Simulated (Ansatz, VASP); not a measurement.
## TiTe2 in VASP and in Ansatz

The input INCAR:

```
SYSTEM = TiTe2
PREC     = Accurate       ! precision mode
ENCUT    = 600            ! plane-wave cutoff, eV
EDIFF    = 1E-6           ! SCF threshold, eV
ISMEAR   = 0              ! smearing method
SIGMA    = 0.1            ! smearing width, eV
LREAL    = .False.        ! projectors in reciprocal space
LASPH    = .True.         ! aspherical terms in the spheres
NELM     = 80             ! most SCF steps
ALGO     = Normal         ! electronic algorithm
ISIF     = 3              ! what is computed and relaxed
LWAVE    = .False.        ! write WAVECAR
LCHARG   = .False.        ! write CHGCAR
GGA      = PE             ! functional
IBRION   = 2              ! ionic algorithm
NSW      = 100            ! ionic steps
EDIFFG   = -0.01          ! ionic threshold
```

KPOINTS

```
Automatic mesh
0
Gamma
  15 15 8
  0 0 0
```

The input POSCAR:

```
TiTe2
1.0
    3.8242092100      0.0000000000      0.0000000000
   -1.9121046100      3.3118622300      0.0000000000
    0.0000000000      0.0000000000      6.7182521800
Ti Te
1 2
Direct
    0.0000000000      0.0000000000      0.0000000000
    0.6666666900      0.3333333400      0.7498315000
    0.3333333400      0.6666666900      0.2501685000
```

Input for Ansatz:

```yaml
crystal:
  lattice:
    - [3.82420921, 0.0, 0.0]
    - [-1.91210461, 3.31186223, 0.0]
    - [0.0, 0.0, 6.71825218]
  atoms:
    - { symbol: Ti, position: [0.0, 0.0, 0.0] }
    - { symbol: Te, position: [0.66666669, 0.33333334, 0.7498315] }
    - { symbol: Te, position: [0.33333334, 0.66666669, 0.2501685] }
basis:
  ecutwfc: 420
kpoints:
  mp_grid: { grid: [15, 15, 8] }
hamiltonian:
  xc: pbe
scf:
  occupations: { method: gaussian, width: 0.1 }
output:
  forces: true
  stress: true
  eigenvalues: true
relax:
  adjacent_minimum: "off"
  f_tol: 0.01
  max_steps: 80
  cell: { stress_tol: 0.05 }
```

Alike in both runs: task relaxation of cell and atoms; functional PBE; k mesh 15 × 15 × 8; occupations gaussian, width 0.1 eV; no spin polarisation.

|  | VASP | Ansatz |
| --- | --- | --- |
| version | VASP 6.6.1 | Ansatz 0.2.0 |
| potentials or method | VASP PAW PBE potentials, release 64 (Ti_sv, Te), cutoff 600 eV | scalar-relativistic, plane waves, PAW |
| valence electrons in the cell | 24 | 44 |

```tsv
	VASP	Ansatz	Ansatz less VASP
gap on the k mesh at the Fermi level, each at its own relaxed structure (eV)	none	none	-
relaxed volume (Å³/atom)	28.07	28.53	+0.458
relaxed cell length with the largest relative difference (Å)	6.844	6.981	+0.1367
```

A gap of «none» marks a metal or a gap that the smearing closes. VASP's potentials hold 24 valence electrons a cell and Ansatz's 44, so a difference there can come from the potentials and not from the codes. Ansatz's warnings: structure snapped to symmetry.

Neither program's run includes spin-orbit coupling.
